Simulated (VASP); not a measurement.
# RbBr (Fm-3m) in VASP: notebook

RbBr is run at these levels: PBEsol; tasks: elastic constants.

Everything below comes from runs of VASP 6.6.1. Logs are shortened: lines on timing, memory, paths and dates and some standing lists are left out, and cuts for length are marked.

## 1. The cell of the first run

It takes space group Fm-3m (No. 225, cubic). The conventional cell has a = 6.005 Å, b = 6.005 Å, c = 6.005 Å, α = 90.00°, β = 90.00°, γ = 90.00°. Rb (site symmetry m-3m) has 6 Br at 3.00 Å within 4.0 Å. Br (site symmetry m-3m) has 6 Rb at 3.00 Å within 4.0 Å.

## 2. Elastic constants, PBEsol

File INCAR:

```
  ALGO = Normal
  EDIFF = 1E-8
  ENCUT = 600
  GGA = PS
  IBRION = 6
  ISIF = 3
  ISMEAR = 0
  LASPH = True
  LCHARG = False
  LREAL = False
  LWAVE = False
  NBANDS = 15
  NELM = 100
  NFREE = 2
  NSW = 1
  POTIM = 0.015
  PREC = Accurate
  SIGMA = 0.01
```

File KPOINTS:

```
k-points
0
Gamma
  6 6 6
```

File POSCAR:

```
RbBr
1.0
    0.0000000000      3.0025031110      3.0025031110
    3.0025031110      0.0000000000      3.0025031110
    3.0025031110      3.0025031110      0.0000000000
Rb Br
1 1
Direct
    0.0000000000      0.0000000000      0.0000000000
    0.5000000000      0.5000000000      0.5000000000
```

Potentials or basis: VASP PAW PBE potentials, release 64 (Rb_sv, Br).

Launch:

```bash
$ cat potpaw_PBE.64/Rb_sv/POTCAR potpaw_PBE.64/Br/POTCAR > POTCAR
$ mpirun -np 1 vasp_std > vasp.out
```

OUTCAR:

```text
EDIFF = 1E-8
   ENCUT = 600
   GGA = PS
   IBRION = 6
   ISIF = 3
   ISMEAR = 0
   LASPH = True
   LREAL = False
   NELM = 100
   NFREE = 2
   NSW = 1
   POTIM = 0.015
   PREC = Accurate

 ion  position               nearest neighbor table
   1  0.000  0.000  0.000-   2 3.00   2 3.00   2 3.00   2 3.00   2 3.00   2 3.00
   2  0.500  0.500  0.500-   1 3.00   1 3.00   1 3.00   1 3.00   1 3.00   1 3.00

  LATTYP: Found a face centered cubic cell.
 ALAT       =     6.0050062220

  Lattice vectors:

 A1 = (   0.0000000000,   3.0025031110,   3.0025031110)
 A2 = (   3.0025031110,   0.0000000000,   3.0025031110)
 A3 = (   3.0025031110,   3.0025031110,   0.0000000000)

Analysis of symmetry for initial positions (statically):
=====================================================================
 Subroutine PRICEL returns:
 Original cell was already a primitive cell.

 Routine SETGRP: Setting up the symmetry group for a
 face centered cubic supercell.

 Subroutine GETGRP returns: Found 48 space group operations
 (whereof 48 operations were pure point group operations)
 out of a pool of 48 trial point group operations.

The static configuration has the point symmetry O_h .

Analysis of symmetry for dynamics (positions and initial velocities):
=====================================================================
 Subroutine PRICEL returns:
 Original cell was already a primitive cell.

 Routine SETGRP: Setting up the symmetry group for a
 face centered cubic supercell.

 Subroutine GETGRP returns: Found 48 space group operations
 (whereof 48 operations were pure point group operations)
 out of a pool of 48 trial point group operations.

The dynamic configuration has the point symmetry O_h .

 Subroutine INISYM returns: Found 48 space group operations
 (whereof 48 operations are pure point group operations),
 and found     1 'primitive' translations

----------------------------------------------------------------------------------------

                                     Primitive cell

  volume of cell :      54.1353

  direct lattice vectors                    reciprocal lattice vectors
     0.000000000  3.002503111  3.002503111    -0.166527721  0.166527721  0.166527721
     3.002503111  0.000000000  3.002503111     0.166527721 -0.166527721  0.166527721
     3.002503111  3.002503111  0.000000000     0.166527721  0.166527721 -0.166527721

  length of vectors
     4.246180621  4.246180621  4.246180621     0.288434473  0.288434473  0.288434473

  position of ions in fractional coordinates (direct lattice)
     0.000000000  0.000000000  0.000000000
     0.500000000  0.500000000  0.500000000

  ion indices of the primitive-cell ions
   primitive index   ion index
                 1           1
                 2           2

----------------------------------------------------------------------------------------

 KPOINTS: k-points

Automatic generation of k-mesh.
 Grid dimensions read from file:
 generate k-points for:    6    6    6

 Generating k-lattice:

  Cartesian coordinates                     Fractional coordinates (reciprocal lattice)
    -0.027754620  0.027754620  0.027754620     0.166666667  0.000000000  0.000000000
     0.027754620 -0.027754620  0.027754620     0.000000000  0.166666667  0.000000000
     0.027754620  0.027754620 -0.027754620     0.000000000  0.000000000  0.166666667

  Length of vectors
[... 99 lines left out ...]

  FORCE on cell =-STRESS in cart. coord.  units (eV):
  Direction    XX          YY          ZZ          XY          YZ          ZX
  --------------------------------------------------------------------------------------
  -------------------------------------------------------------------------------------
  Total        5.1388710      5.1388710      5.1388710     -0.0000000      0.0000000      0.0000000
  in kB      152.0890356    152.0890356    152.0890356     -0.0000000      0.0000000      0.0000000
  external PRESSURE =     152.0890356 kB  Pullay stress =       0.0000000 kB
[... 89 lines left out ...]
  FREE ENERGIE OF THE ION-ELECTRON SYSTEM (eV)
  ---------------------------------------------------
  free  energy   TOTEN  =        -5.4356828971 eV

  energy  without entropy=       -5.4356828971  energy(sigma->0) =       -5.43568290

[... ionic steps 4 to 14 ...]

--------------------------------------- Ionic step       15  -------------------------------------------

 number of electron      15.9999999 magnetization

------------------------ aborting loop because EDIFF is reached ----------------------------------------
[... 67 lines left out ...]
--------------------------------------- Ionic step       17  -------------------------------------------

 number of electron      15.9999999 magnetization

 Free energy of the ion-electron system (eV)
  ---------------------------------------------------
  ext. energy  EPLUGINS =         0.00000000
  ---------------------------------------------------
  free energy    TOTEN  =        -5.52000955 eV

  energy without entropy =       -5.52000955  energy(sigma->0) =       -5.52000955

 E-fermi :   0.2831     XC(G=0):  -9.1647

 val. band max:        0.2175978226   @ k =   0.0000   0.0000   0.0000
 cond. band min:       4.7807581668   @ k =   0.0000   0.5000   0.5000
 fundamental gap:      4.5631603442
 Fermi energy:         0.2831129855

 k-point     1 :       0.0000    0.0000    0.0000
  band No.  band energies     occupation
      1     -23.6533      2.00000
      2     -12.5682      2.00000
      3      -7.7627      2.00000
      4      -7.7624      2.00000
      5      -7.7624      2.00000
      6       0.2172      2.00000
      7       0.2172      2.00000
      8       0.2176      2.00000
      9       5.6114      0.00000
     10       7.1030      0.00000
     11       7.1033      0.00000
     12       7.1033      0.00000
     13       8.3748      0.00000
     14       8.3756      0.00000
[... 401 lines left out ...]
      2     -12.7002      2.00000
      3      -8.3477      2.00000
      4      -7.8922      2.00000
      5      -7.7161      2.00000
      6      -1.0015      2.00000
      7      -0.4837      2.00000
      8      -0.1196      2.00000
      9       6.9011      0.00000
     10       8.4837      0.00000
     11      10.0063      0.00000
     12      10.3215      0.00000
     13      11.3080      0.00000
     14      12.2544      0.00000
     15      14.3498      0.00000

 [... further k-points ...]
[... 5 lines left out ...]
  --------------------------------------------------------------------------------------
  -------------------------------------------------------------------------------------
  Total        5.1450941      5.1376765      5.1376765      0.0000000      0.0000000      0.0000000
  in kB      152.2732126    152.0536835    152.0536835      0.0000000      0.0000000      0.0000000
  external PRESSURE =     152.1268599 kB  Pullay stress =       0.0000000 kB
[... 17 lines left out ...]
  FREE ENERGIE OF THE ION-ELECTRON SYSTEM (eV)
  ---------------------------------------------------
  free  energy   TOTEN  =        -5.5200095533 eV

  energy  without entropy=       -5.5200095533  energy(sigma->0) =       -5.52000955

 INTERNAL STRAIN TENSORS FROM STRAINED CELLS
 ============================================

 INTERNAL STRAIN TENSOR FOR ION    1 for displacements in x,y,z  (eV/Angst):
          X           Y           Z          XY          YZ          ZX
  --------------------------------------------------------------------------------
  x    -0.00000     0.00000    -0.00000     0.00000    -0.00000     0.00000
  y     0.00000    -0.00000     0.00000     0.00000    -0.00000    -0.00000
  z    -0.00000    -0.00000    -0.00000     0.00000     0.00000     0.00000

 INTERNAL STRAIN TENSORS FROM DISPLACED ATOMS
 ============================================

 INTERNAL STRAIN TENSOR FOR ION    1 for displacements in x,y,z  (eV/Angst):
          X           Y           Z          XY          YZ          ZX
  --------------------------------------------------------------------------------
  x     0.00000     0.00000     0.00000     0.00000     0.00000     0.00000
  y     0.00000     0.00000     0.00000     0.00000     0.00000     0.00000
  z     0.00000     0.00000     0.00000     0.00000     0.00000     0.00000

 INTERNAL STRAIN TENSOR FOR ION    2 for displacements in x,y,z  (eV/Angst):
          X           Y           Z          XY          YZ          ZX
  --------------------------------------------------------------------------------
  x     0.00000     0.00000     0.00000     0.00000     0.00000     0.00000
  y     0.00000     0.00000     0.00000     0.00000     0.00000     0.00000
  z     0.00000     0.00000     0.00000     0.00000     0.00000     0.00000

 Eigenvectors and eigenvalues of the dynamical matrix
 ----------------------------------------------------

   1 f  =    5.484025 THz    34.457145 2PiTHz  182.927381 cm-1    22.680095 meV
             X         Y         Z           dx          dy          dz
      0.000000  0.000000  0.000000     0.140683   -0.669542    0.123392
      3.002503  3.002503  3.002503    -0.145462    0.692286   -0.127584
[... 21 lines left out ...]
   6 f/i=    0.000692 THz     0.004346 2PiTHz    0.023071 cm-1     0.002860 meV
             X         Y         Z           dx          dy          dz
      0.000000  0.000000  0.000000     0.482284   -0.508280    0.160470
      3.002503  3.002503  3.002503     0.466439   -0.491581    0.155198

--------------------------------------------------------------------------------------------------------

 ELASTIC MODULI CONTR FROM IONIC RELAXATION (kBar)
 Direction    XX          YY          ZZ          XY          YZ          ZX
 --------------------------------------------------------------------------------
 XX           0.0000      0.0000      0.0000      0.0000      0.0000      0.0000
 YY           0.0000      0.0000      0.0000      0.0000      0.0000      0.0000
 ZZ           0.0000      0.0000      0.0000      0.0000      0.0000      0.0000
 XY           0.0000      0.0000      0.0000      0.0000      0.0000      0.0000
 YZ           0.0000      0.0000      0.0000      0.0000      0.0000      0.0000
 ZX           0.0000      0.0000      0.0000      0.0000      0.0000      0.0000
 --------------------------------------------------------------------------------

 TOTAL ELASTIC MODULI (kBar)
 Direction    XX          YY          ZZ          XY          YZ          ZX
 --------------------------------------------------------------------------------
 XX        1803.1192     32.7242     32.7242      0.0000     -0.0000     -0.0000
 YY          32.7242   1803.1192     32.7242     -0.0000      0.0000      0.0000
 ZZ          32.7242     32.7242   1803.1192      0.0000      0.0000     -0.0000
 XY           0.0000     -0.0000      0.0000    -78.3631      0.0000      0.0000
 YZ          -0.0000      0.0000      0.0000      0.0000    -78.3631      0.0000
 ZX          -0.0000      0.0000     -0.0000      0.0000      0.0000    -78.3631
 --------------------------------------------------------------------------------
```

Wall time 5.8 min (1 thread of Intel Xeon Platinum 8488C (Sapphire Rapids), shared host); peak memory 0.29 GiB.

Results:

```
Elastic constants C11, C12, C44                         : 180, 3, -8 GPa
Voigt bulk modulus                                      : 62 GPa
Highest phonon frequency at Γ, LO-TO splitting left out : 183 cm⁻¹
```

Phonon frequencies in cm⁻¹ (negative: imaginary):
```csv
q point,frequencies
"(0.000, 0.000, 0.000)",0 0 0 183 183 183
```

Elastic tensor in Voigt notation (GPa, in the Cartesian axes of the cell as first typed):
```
180   3   3   0   0   0
  3 180   3   0   0   0
  3   3 180   0   0   0
  0   0   0  -8   0   0
  0   0   0   0  -8   0
  0   0   0   0   0  -8
```

Clamped-ion elastic tensor (GPa):
```
180   3   3   0   0   0
  3 180   3   0   0   0
  3   3 180   0   0   0
  0   0   0  -8   0   0
  0   0   0   0  -8   0
  0   0   0   0   0  -8
```

Caveat: the cell is under stress, which shifts elastic constants; the elastic tensor has a negative eigenvalue, so either the cell is unstable as it stands or the mesh is too thin; the PAW data sets were made with another functional, which shifts forces and pressure a little.

## 3. Elastic constants, PBEsol

This run uses another cell than the first one, of 29.18 Å³/atom, 1.078 times its volume.

INCAR: that of step 2 with these lines changed.

```diff
@@ -12,3 +12,3 @@
   NBANDS = 15
-  NELM = 100
+  NELM = 60
   NFREE = 2
```

KPOINTS is that of step 2.

File POSCAR:

```
RbBr
1.0
    0.0000000000      3.0787285772      3.0787285772
    3.0787285772      0.0000000000      3.0787285772
    3.0787285772      3.0787285772      0.0000000000
Rb Br
1 1
Direct
    0.0000000000      0.0000000000      0.0000000000
    0.5000000000      0.5000000000      0.5000000000
```

Potentials or basis: VASP PAW PBE potentials, release 64 (Rb_sv, Br).

Launch:

```bash
$ cat potpaw_PBE.64/Rb_sv/POTCAR potpaw_PBE.64/Br/POTCAR > POTCAR
$ mpirun -np 1 vasp_std > vasp.out
```

It took 6.1 min on 1 thread of Intel Xeon Platinum 8488C (Sapphire Rapids), shared host; peak memory 0.3 GiB.

It converged, with:

- Elastic constants C11, C12, C44: 136, 4, -4 GPa
- Voigt bulk modulus: 48 GPa
- Highest phonon frequency at Γ, LO-TO splitting left out: 163 cm⁻¹

Phonon frequencies in cm⁻¹ (negative: imaginary):
| q point | frequencies |
| --- | --- |
| (0.000, 0.000, 0.000) | 0 0 0 163 163 163 |

Elastic tensor in Voigt notation (GPa, in the Cartesian axes of the cell as first typed):
```
136   4   4   0   0   0
  4 136   4   0   0   0
  4   4 136   0   0   0
  0   0   0  -4   0   0
  0   0   0   0  -4   0
  0   0   0   0   0  -4
```

Clamped-ion elastic tensor (GPa):
```
136   4   4   0   0   0
  4 136   4   0   0   0
  4   4 136   0   0   0
  0   0   0  -4   0   0
  0   0   0   0  -4   0
  0   0   0   0   0  -4
```

Caveat: the cell is under stress, which shifts elastic constants; the elastic tensor has a negative eigenvalue, so either the cell is unstable as it stands or the mesh is too thin; the PAW data sets were made with another functional, which shifts forces and pressure a little.

## 4. Elastic constants, PBEsol

This run uses another cell than the first one, of 30.96 Å³/atom, 1.144 times its volume.

File INCAR:

```
SYSTEM = RbBr
ALGO = Normal ; EDIFF = 1E-8
ENCUT = 600 ; GGA = PS
IBRION = 6 ; ISIF = 3
ISMEAR = 0 ; LASPH = .TRUE.
LCHARG = .FALSE. ; LREAL = .FALSE.
LWAVE = .FALSE. ; NBANDS = 15
NELM = 80 ; NFREE = 2
NSW = 1 ; POTIM = 0.015
PREC = Accurate ; SIGMA = 0.01
```

File KPOINTS:

```
k-points
0
G
  6 6 6
  0 0 0
```

File POSCAR:

```
RbBr
1.0
    0.0000000000      3.1401919685      3.1401919685
    3.1401919685      0.0000000000      3.1401919685
    3.1401919685      3.1401919685      0.0000000000
Rb Br
1 1
Direct
    0.0000000000      0.0000000000      0.0000000000
    0.5000000000      0.5000000000      0.5000000000
```

Potentials or basis: VASP PAW PBE potentials, release 64 (Rb_sv, Br).

Launch:

```bash
$ cat potpaw_PBE.64/Rb_sv/POTCAR potpaw_PBE.64/Br/POTCAR > POTCAR
$ mpirun -np 1 vasp_std > vasp.out
```

OUTCAR:

```text
SYSTEM = RbBr
   EDIFF = 1E-8
   ENCUT = 600
   GGA = PS
   IBRION = 6
   ISIF = 3
   ISMEAR = 0
   LASPH = .TRUE.
   LREAL = .FALSE.
   NELM = 80
   NFREE = 2
   NSW = 1
   POTIM = 0.015
   PREC = Accurate

 ion  position               nearest neighbor table
   1  0.000  0.000  0.000-   2 3.14   2 3.14   2 3.14   2 3.14   2 3.14   2 3.14
   2  0.500  0.500  0.500-   1 3.14   1 3.14   1 3.14   1 3.14   1 3.14   1 3.14

  LATTYP: Found a face centered cubic cell.
 ALAT       =     6.2803839370

  Lattice vectors:

 A1 = (   0.0000000000,   3.1401919685,   3.1401919685)
[... 848 lines left out ...]
          X           Y           Z          XY          YZ          ZX
  --------------------------------------------------------------------------------
  x     0.00000     0.00000     0.00000     0.00000     0.00000     0.00000
  y     0.00000     0.00000     0.00000     0.00000     0.00000     0.00000
  z     0.00000     0.00000     0.00000     0.00000     0.00000     0.00000

 INTERNAL STRAIN TENSOR FOR ION    2 for displacements in x,y,z  (eV/Angst):
          X           Y           Z          XY          YZ          ZX
  --------------------------------------------------------------------------------
  x     0.00000     0.00000     0.00000     0.00000     0.00000     0.00000
  y     0.00000     0.00000     0.00000     0.00000     0.00000     0.00000
  z     0.00000     0.00000     0.00000     0.00000     0.00000     0.00000

 Eigenvectors and eigenvalues of the dynamical matrix
 ----------------------------------------------------

   1 f  =    4.403686 THz    27.669172 2PiTHz  146.891138 cm-1    18.212172 meV
             X         Y         Z           dx          dy          dz
      0.000000  0.000000  0.000000     0.679144   -0.113329    0.097553
      3.140192  3.140192  3.140192    -0.701803    0.117110   -0.100807
[... 21 lines left out ...]
   6 f/i=    0.001845 THz     0.011594 2PiTHz    0.061551 cm-1     0.007631 meV
             X         Y         Z           dx          dy          dz
      0.000000  0.000000  0.000000    -0.108022   -0.192069   -0.683992
      3.140192  3.140192  3.140192    -0.104535   -0.185868   -0.661908

--------------------------------------------------------------------------------------------------------

 ELASTIC MODULI CONTR FROM IONIC RELAXATION (kBar)
 Direction    XX          YY          ZZ          XY          YZ          ZX
 --------------------------------------------------------------------------------
 XX           0.0000      0.0000      0.0000      0.0000      0.0000      0.0000
 YY           0.0000      0.0000      0.0000      0.0000      0.0000      0.0000
 ZZ           0.0000      0.0000      0.0000      0.0000      0.0000      0.0000
 XY           0.0000      0.0000      0.0000      0.0000      0.0000      0.0000
 YZ           0.0000      0.0000      0.0000      0.0000      0.0000      0.0000
 ZX           0.0000      0.0000      0.0000      0.0000      0.0000      0.0000
 --------------------------------------------------------------------------------

 TOTAL ELASTIC MODULI (kBar)
 Direction    XX          YY          ZZ          XY          YZ          ZX
 --------------------------------------------------------------------------------
 XX        1074.0844     40.3717     40.3717     -0.0000     -0.0000      0.0000
 YY          40.3717   1074.0844     40.3717     -0.0000     -0.0000      0.0000
 ZZ          40.3717     40.3717   1074.0844      0.0000     -0.0000      0.0000
 XY          -0.0000     -0.0000      0.0000    -11.6821      0.0000      0.0000
 YZ          -0.0000     -0.0000     -0.0000      0.0000    -11.6821      0.0000
 ZX           0.0000      0.0000      0.0000      0.0000      0.0000    -11.6821
 --------------------------------------------------------------------------------
```

OSZICAR:

```text
N       E                     dE             d eps       ncg     rms          rms(c)
DAV:   1     0.861038004508E+02    0.86104E+02   -0.76191E+03   480   0.106E+03
DAV:   2    -0.961567258023E+00   -0.87065E+02   -0.76896E+02   650   0.177E+02
DAV:   3    -0.607619003872E+01   -0.51146E+01   -0.50932E+01   628   0.451E+01
[... 200 lines left out ...]
DAV:   4    -0.604144414347E+01    0.27462E-04   -0.12548E-04  1061   0.611E-02    0.193E-02
DAV:   5    -0.604144647034E+01   -0.23269E-05   -0.18262E-05  1040   0.229E-02    0.453E-03
DAV:   6    -0.604144658052E+01   -0.11017E-06   -0.95704E-07  1159   0.627E-03    0.453E-03
DAV:   7    -0.604144655455E+01    0.25964E-07   -0.68828E-08  1110   0.189E-03    0.218E-03
DAV:   8    -0.604144655442E+01    0.13824E-09   -0.39995E-08  1096   0.112E-03
  17 F= -.60414466E+01 E0= -.60414466E+01  d E =-.166279E-20
```

It took 6 min on 1 thread of Intel Xeon Platinum 8488C (Sapphire Rapids), shared host; peak memory 0.29 GiB.

What came out:

- Elastic constants C11, C12, C44: 107, 4, -1 GPa
- Voigt bulk modulus: 38 GPa
- Highest phonon frequency at Γ, LO-TO splitting left out: 147 cm⁻¹

Phonon frequencies in cm⁻¹ (negative: imaginary):
| q point | frequencies |
| --- | --- |
| (0.000, 0.000, 0.000) | 0 0 0 147 147 147 |

Elastic tensor in Voigt notation (GPa, in the Cartesian axes of the cell as first typed):
```
107   4   4   0   0   0
  4 107   4   0   0   0
  4   4 107   0   0   0
  0   0   0  -1   0   0
  0   0   0   0  -1   0
  0   0   0   0   0  -1
```

Clamped-ion elastic tensor (GPa):
```
107   4   4   0   0   0
  4 107   4   0   0   0
  4   4 107   0   0   0
  0   0   0  -1   0   0
  0   0   0   0  -1   0
  0   0   0   0   0  -1
```

Caveat: the cell is under stress, which shifts elastic constants; the elastic tensor has a negative eigenvalue, so either the cell is unstable as it stands or the mesh is too thin; the PAW data sets were made with another functional, which shifts forces and pressure a little.

[end of part 1 of 2]
